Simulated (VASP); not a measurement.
# Cu in VASP: a series of runs

Cu is run at these levels: PBE; tasks: single point.

Program: VASP 6.6.1. These are calculated values, not measurements. Logs are shortened: lines on timing, memory, paths and dates and some standing lists are left out, and cuts for length are marked.

## (1) The cell of the first run

The cell holds a slab with vacuum, 3 atoms: a = 2.556 Å, b = 2.556 Å, c = 16.174 Å, α = 90.00°, β = 90.00°, γ = 60.00°.

## (2) Single point, PBE

Contents of INCAR:

```
SYSTEM = Cu
PREC = Accurate
ENCUT = 520
EDIFF = 1E-6
ISMEAR = -1
SIGMA = 0.1
LREAL = .False.
LASPH = .True.
NELM = 120
ALGO = Normal
ISIF = 2
LWAVE = .False.
LCHARG = .True.
LDIPOL = .True.
IDIPOL = 3
DIPOL = 0.5 0.5 0.500
GGA = PE
LELF = .True.
LVHAR = .True.
LVACPOTAV = .True.
NBANDS = 24
GGA_COMPAT = .False.
NELMDL = -8
```

Contents of KPOINTS:

```
regular mesh
0
Gamma
  9 9 1
  0 0 0
```

Contents of POSCAR:

```
Cu
1.0
    2.5561910140      0.0000000000      0.0000000000
    1.2780955070      2.2137263550      0.0000000000
    0.0000000000      0.0000000000     16.1742424462
Cu
3
Direct
    0.0000000000      0.0000000000      0.3709601868
    0.3333333333      0.3333333333      0.5000000000
    0.6666666667      0.6666666667      0.6290398132
```

Potentials or basis: VASP PAW PBE potentials, release 64 (Cu).

Command:

```bash
cat potpaw_PBE.64/Cu/POTCAR > POTCAR
mpirun -np 1 vasp_std > vasp.out
```

OUTCAR:

```text
SYSTEM = Cu
   PREC = Accurate
   ENCUT = 520
   EDIFF = 1E-6
   ISMEAR = -1
   LREAL = .False.
   LASPH = .True.
   NELM = 120
   ISIF = 2
   GGA = PE
   NELMDL = -8

 ion  position               nearest neighbor table
   1  0.000  0.000  0.371-   2 2.56   2 2.56   2 2.56
   2  0.333  0.333  0.500-   3 2.56   1 2.56   3 2.56   1 2.56   1 2.56   3 2.56
   3  0.667  0.667  0.629-   2 2.56   2 2.56   2 2.56

  LATTYP: Found a hexagonal cell.
 ALAT       =     2.5561910140
 C/A-ratio  =     6.3274780163

  Lattice vectors:

 A1 = (  -1.2780955070,  -2.2137263550,   0.0000000000)
 A2 = (   2.5561910140,   0.0000000000,   0.0000000000)
 A3 = (   0.0000000000,   0.0000000000,  16.1742424462)

Analysis of symmetry for initial positions (statically):
=====================================================================
 Subroutine PRICEL returns:
 Original cell was already a primitive cell.

 Routine SETGRP: Setting up the symmetry group for a
 hexagonal supercell.

 Subroutine GETGRP returns: Found 12 space group operations
 (whereof  6 operations were pure point group operations)
 out of a pool of 24 trial point group operations.

The static configuration has the point symmetry C_3v.
 The point group associated with its full space group is D_3d.

Analysis of symmetry for dynamics (positions and initial velocities):
=====================================================================
 Subroutine PRICEL returns:
 Original cell was already a primitive cell.

 Routine SETGRP: Setting up the symmetry group for a
 hexagonal supercell.

 Subroutine GETGRP returns: Found 12 space group operations
 (whereof  6 operations were pure point group operations)
 out of a pool of 24 trial point group operations.

The dynamic configuration has the point symmetry C_3v.
 The point group associated with its full space group is D_3d.

 Subroutine INISYM returns: Found 12 space group operations
 (whereof  6 operations are pure point group operations),
 and found     1 'primitive' translations

----------------------------------------------------------------------------------------

                                     Primitive cell

  volume of cell :      91.5253

  direct lattice vectors                    reciprocal lattice vectors
     2.556191014  0.000000000  0.000000000     0.391207071 -0.225863508  0.000000000
     1.278095507  2.213726355  0.000000000     0.000000000  0.451727016  0.000000000
     0.000000000  0.000000000 16.174242446     0.000000000  0.000000000  0.061826698

  length of vectors
     2.556191014  2.556191014 16.174242446     0.451727016  0.451727016  0.061826698

  position of ions in fractional coordinates (direct lattice)
     0.000000000  0.000000000  0.370960187
     0.333333333  0.333333333  0.500000000
     0.666666667  0.666666667  0.629039813

  ion indices of the primitive-cell ions
   primitive index   ion index
                 1           1
                 2           2
                 3           3

----------------------------------------------------------------------------------------

 KPOINTS: regular mesh

Automatic generation of k-mesh.
 Grid dimensions read from file:
 generate k-points for:    9    9    1

 Generating k-lattice:

  Cartesian coordinates                     Fractional coordinates (reciprocal lattice)
     0.043467452 -0.025095945  0.000000000     0.111111111 -0.000000000  0.000000000
     0.000000000  0.050191891  0.000000000     0.000000000  0.111111111  0.000000000
     0.000000000  0.000000000  0.061826698     0.000000000  0.000000000  1.000000000

  Length of vectors
     0.050191891  0.050191891  0.061826698

  Shift w.r.t. Gamma in fractional coordinates (k-lattice)
     0.000000000  0.000000000  0.000000000

 Subroutine IBZKPT returns following result:
 ===========================================

 Found     12 irreducible k-points:

 Following reciprocal coordinates:
            Coordinates               Weight
  0.000000  0.000000  0.000000      1.000000
  0.111111 -0.000000  0.000000      6.000000
  0.222222 -0.000000  0.000000      6.000000
  0.333333 -0.000000  0.000000      6.000000
  0.444444 -0.000000  0.000000      6.000000
  0.222222  0.111111  0.000000      6.000000
  0.333333  0.111111  0.000000     12.000000
  0.444444  0.111111  0.000000     12.000000
 -0.444444  0.111111  0.000000      6.000000
  0.444444  0.222222  0.000000      6.000000
 -0.444444  0.222222  0.000000     12.000000
 -0.333333  0.333333  0.000000      2.000000
   k-points           NKPTS =     12   k-points in BZ     NKDIM =     12   number of bands    NBANDS=     24
   number of dos      NEDOS =    301   number of ions     NIONS =      3
   total plane-waves  NPLWV =  48000
   dimension x,y,z NGX =    20 NGY =   20 NGZ =  120
   dimension x,y,z NGXF=    40 NGYF=   40 NGZF=  240
   ions per type =               3
   NGX,Y,Z   is equivalent  to a cutoff of  13.01, 13.01, 12.33 a.u.
   NGXF,Y,Z  is equivalent  to a cutoff of  26.01, 26.01, 24.67 a.u.
 SYSTEM =  Cu
   PREC   = accura    normal or accurate (medium, high low for compatibility)
   ISTART =      0    job   : 0-new  1-cont  2-samecut
   ICHARG =      2    charge: 1-file 2-atom 10-const
   ISPIN  =      1    spin polarized calculation?
   LNONCOLLINEAR =      F non collinear calculations
   LSORBIT =      F    spin-orbit coupling
   LASPH  =      T    aspherical Exc in radial PAW
   ENCUT  =  520.0 eV  38.22 Ry    6.18 a.u.   4.75  4.75 30.07*2*pi/ulx,y,z
   NELM   =    120;   NELMIN=  2; NELMDL= -8     # of ELM steps
   EDIFF  = 0.1E-05   stopping-criterion for ELM
   LREAL  =      F    real-space projection
   EDIFFG = 0.1E-04   stopping-criterion for IOM
   NSW    =      0    number of steps for IOM
   IBRION =     -1    ionic relax: 0-MD 1-quasi-New 2-CG
   NFREE  =      0    steps in history (QN), initial steepest desc. (CG)
   ISIF   =      2    stress and relaxation
   ISYM   =      2    0-nonsym 1-usesym 2-fastsym
   POTIM  = 0.5000    time-step for ionic-motion
   TEBEG  =    0.0;   TEEND  =   0.0 temperature during run
   PSTRESS=    0.0 pullay stress
   NELECT =      33.0000    total number of electrons
   NUPDOWN=      -1.0000    fix difference up-down
   EMIN   =  10.00;   EMAX   =-10.00  energy-range for DOS
   EFERMI =   0.00;   METHOD = LEGACY
   ISMEAR =    -1;   SIGMA  =   0.10  broadening in eV -4-tet -1-fermi 0-gaus
   EFERMI_NEDOS =   21; number of points for ismear=-14 and -15
   IALGO  =     38    algorithm
   IMIX   =      4    mixing-type and parameters
     AMIX     =   0.40;   BMIX     =  1.00
     AMIX_MAG =   1.60;   BMIX_MAG =  1.00
  volume/ion in A,a.u.               =      30.51       205.88
  Fermi-wavevector in a.u.,A,eV,Ry     =   1.165196  2.201902 18.472389  1.357682
  Thomas-Fermi vector in A             =   2.301725
   LORBIT       =      0    0 simple, 1 ext, 2 COOP (PROOUT), +10 PAW based schemes
   GGA     = PE    functional components
   LHFCALC =     F    Hartree Fock is set to
   AEXX    =    0.0000 exact exchange contribution
   IVDW    =     0    specifies the selected vdW correction
   LEPSILON=     F    determine dielectric tensor
   LRPA    =     F    only Hartree local field effects (RPA)
 non-spin polarized calculation
  energy-cutoff  :      520.00
  volume of cell :       91.53
 maximum number of plane-waves:      2509
   NGX =  9   NGY =  9   NGZ = 61

 number of electron      32.9999997 magnetization

 dipolmoment           0.000000      0.000000     -0.000001 electrons x Angstroem

 Free energy of the ion-electron system (eV)
  ---------------------------------------------------
  ext. energy  EPLUGINS =         0.00000000
  ---------------------------------------------------
  free energy    TOTEN  =       -10.28479774 eV

  energy without entropy =      -10.23874370  energy(sigma->0) =      -10.26177072

 E-fermi :   0.0711     XC(G=0):  -6.0448

 val. band max:        0.0620930992   @ k =   0.2222  -0.0000   0.0000
 cond. band min:       0.1134270484   @ k =   0.4444   0.1111   0.0000
 fundamental gap:      0.0513339492
 Fermi energy:         0.0710660844

 k-point     1 :       0.0000    0.0000    0.0000
  band No.  band energies     occupation
      1      -8.5546      2.00000
      2      -6.5919      2.00000
      3      -5.0987      2.00000
      4      -2.9430      2.00000
      5      -2.8947      2.00000
      6      -2.8947      2.00000
[... 16 lines left out ...]
     23       8.9355      0.00000
     24       9.1229      0.00000

 k-point     2 :       0.1111   -0.0000    0.0000
  band No.  band energies     occupation
      1      -8.1647      2.00000
      2      -6.2277      2.00000
      3      -4.8113      2.00000
      4      -3.0955      2.00000
      5      -2.9732      2.00000
      6      -2.9286      2.00000
[... 16 lines left out ...]
     23       9.2879      0.00000
     24       9.4826      0.00000

 k-point     3 :       0.2222   -0.0000    0.0000
  band No.  band energies     occupation
      1      -7.0627      2.00000
      2      -5.2918      2.00000
      3      -4.1781      2.00000
      4      -3.3903      2.00000
      5      -3.2565      2.00000
      6      -2.9312      2.00000
[... 16 lines left out ...]
     23      10.3355      0.00000
     24      10.5398      0.00000
[... 190 lines left out ...]
 k-point    11 :      -0.4444    0.2222    0.0000
  band No.  band energies     occupation
      1      -4.1418      2.00000
      2      -4.0438      2.00000
      3      -3.7911      2.00000
      4      -3.5850      2.00000
      5      -3.2932      2.00000
      6      -3.2089      2.00000
[... 16 lines left out ...]
     23       9.2392      0.00000
     24       9.8221      0.00000

 k-point    12 :      -0.3333    0.3333    0.0000
  band No.  band energies     occupation
      1      -3.8004      2.00000
      2      -3.7560      2.00000
      3      -3.7560      2.00000
      4      -3.5706      2.00000
      5      -3.5706      2.00000
      6      -2.9845      2.00000
[... 16 lines left out ...]
     23       8.1920      0.00000
     24       9.3678      0.00000

------------------------ aborting loop because EDIFF is reached ----------------------------------------

  FORCE on cell =-STRESS in cart. coord.  units (eV):
  Direction    XX          YY          ZZ          XY          YZ          ZX
  --------------------------------------------------------------------------------------
  -------------------------------------------------------------------------------------
  Total       -0.8366664     -0.8366664      0.0152709      0.0000000     -0.0000000      0.0000000
  in kB      -14.6460913    -14.6460913      0.2673210      0.0000000     -0.0000000      0.0000000
  external PRESSURE =      -9.6749539 kB  Pullay stress =       0.0000000 kB

 VOLUME and BASIS-vectors are now :
 -----------------------------------------------------------------------------
  energy-cutoff  :      520.00
  volume of cell :       91.53
      direct lattice vectors                 reciprocal lattice vectors
     2.556191014  0.000000000  0.000000000     0.391207071 -0.225863508  0.000000000
     1.278095507  2.213726355  0.000000000     0.000000000  0.451727016  0.000000000
     0.000000000  0.000000000 16.174242446     0.000000000  0.000000000  0.061826698

 POSITION                                       TOTAL-FORCE (eV/Angst)
 -----------------------------------------------------------------------------------
      0.00000      0.00000      6.00000         0.000000     -0.000000     -0.008124
      1.27810      0.73791      8.08712        -0.000000      0.000000      0.000000
      2.55619      1.47582     10.17424        -0.000000     -0.000000      0.008124
 -----------------------------------------------------------------------------------
    total drift:                                0.000000      0.000000     -0.000178

  FREE ENERGIE OF THE ION-ELECTRON SYSTEM (eV)
  ---------------------------------------------------
  free  energy   TOTEN  =       -10.2847977387 eV

  energy  without entropy=      -10.2387437033  energy(sigma->0) =      -10.26177072

 vacuum level on the upper side and lower side of the slab         4.879         4.880
```

Run time: 20 s. Hardware: 1 thread of Intel Xeon 6975P-C (Granite Rapids), shared host; peak memory 0.2 GiB.

Results:

```
Free energy   : -10.2848 eV
Largest force : 0.008 eV/Å
```

Forces in eV/Å, atoms in the order of the input:
```
Cu   0.000  0.000 -0.008
Cu   0.000  0.000  0.000
Cu   0.000  0.000  0.008
```

## (3) Single point, PBE

This run uses another cell than the first one: it holds 4 atoms, not 3.

Contents of INCAR:

```
PREC = Accurate
ENCUT = 520
EDIFF = 1E-6
ISMEAR = -1
SIGMA = 0.1
LREAL = False
LASPH = True
NELM = 120
ALGO = Normal
ISIF = 2
LWAVE = False
LCHARG = False
LDIPOL = True
IDIPOL = 3
DIPOL = 0.5 0.5 0.500
GGA = PE
NBANDS = 30
GGA_COMPAT = False
NELMDL = -8
```

Contents of KPOINTS:

```
Automatic mesh
0
Gamma
  9 9 1
```

Contents of POSCAR:

```
Cu
1.0
    2.5561910140      0.0000000000      0.0000000000
    1.2780955070      2.2137263550      0.0000000000
    0.0000000000      0.0000000000     18.2613636694
Cu
4
Direct
    0.0000000000      0.0000000000      0.3285625383
    0.3333333333      0.3333333333      0.4428541794
    0.6666666667      0.6666666667      0.5571458206
    1.0000000000      0.0000000000      0.6714374617
```

Potentials or basis: VASP PAW PBE potentials, release 64 (Cu).

Command:

```bash
cat potpaw_PBE.64/Cu/POTCAR > POTCAR
mpirun -np 1 vasp_std > vasp.out
```

Run time: 31 s. Hardware: 1 thread of Intel Xeon 6975P-C (Granite Rapids), shared host; peak memory 0.21 GiB.

Results (log left out):

```yaml
Free_energy: -14.0714 eV
Largest_force: 0.051 eV/Å
Band_gap_on_the_k_mesh: zero (band 22 reaches 4.62 eV, above the bottom of band 23 at -0.63 eV)
```

Forces on the atoms (eV/Å):
```
Cu   0.000  0.000  0.013
Cu   0.000  0.000 -0.051
Cu   0.000  0.000  0.051
Cu   0.000  0.000 -0.013
```

Levels at points of the mesh, in eV from the Fermi level:
```tsv
k point	band 19	band 20	band 21	band 22	band 23	band 24	band 25	band 26
(0.00, 0.00, 0.00)	-1.90	-1.58	-1.58	-1.47	-1.47	-1.07	-0.09	4.43
```

## (4) Single point, PBE

This run uses another cell than the first one: it holds 5 atoms, not 3.

Contents of INCAR:

```
ALGO = Normal ; DIPOL = 0.5 0.5 0.500
EDIFF = 1E-6 ; ENCUT = 520
GGA = PE ; GGA_COMPAT = False
IDIPOL = 3 ; ISIF = 2
ISMEAR = -1 ; LASPH = True
LCHARG = False ; LDIPOL = True
LREAL = False ; LWAVE = False
NBANDS = 36 ; NELM = 120
NELMDL = -8 ; PREC = Accurate
SIGMA = 0.1
```

Contents of KPOINTS:

```
k-points
0
Gamma
  9 9 1
```

Contents of POSCAR:

```
Cu
1.0
    2.5561910140      0.0000000000      0.0000000000
    1.2780955070      2.2137263550      0.0000000000
    0.0000000000      0.0000000000     20.3484848925
Cu
5
Direct
    0.0000000000      0.0000000000      0.2948622481
    0.3333333333      0.3333333333      0.3974311240
    0.6666666667      0.6666666667      0.5000000000
    0.0000000000      1.0000000000      0.6025688760
    0.3333333333      0.3333333333      0.7051377519
```

Command:

```bash
cat potpaw_PBE.64/Cu/POTCAR > POTCAR
mpirun -np 1 vasp_std > vasp.out
```

It took 47 s on 1 thread of Intel Xeon 6975P-C (Granite Rapids), shared host; peak memory 0.24 GiB.

The run converged. Its results:

* Free energy: -17.7527 eV
* Largest force: 0.070 eV/Å

Forces on the atoms (eV/Å):
```
Cu   0.000  0.000 -0.017
Cu   0.000  0.000 -0.070
Cu   0.000  0.000  0.000
Cu   0.000  0.000  0.070
Cu   0.000  0.000  0.017
```

Levels at points of the mesh, in eV from the Fermi level:
```
           k point  band 24  band 25  band 26  band 27  band 28  band 29  band 30  band 31
(0.00, 0.00, 0.00)    -1.95    -1.95    -1.67    -1.67    -1.61    -1.61    -0.97    -0.29
```

[end of part 1 of 2]
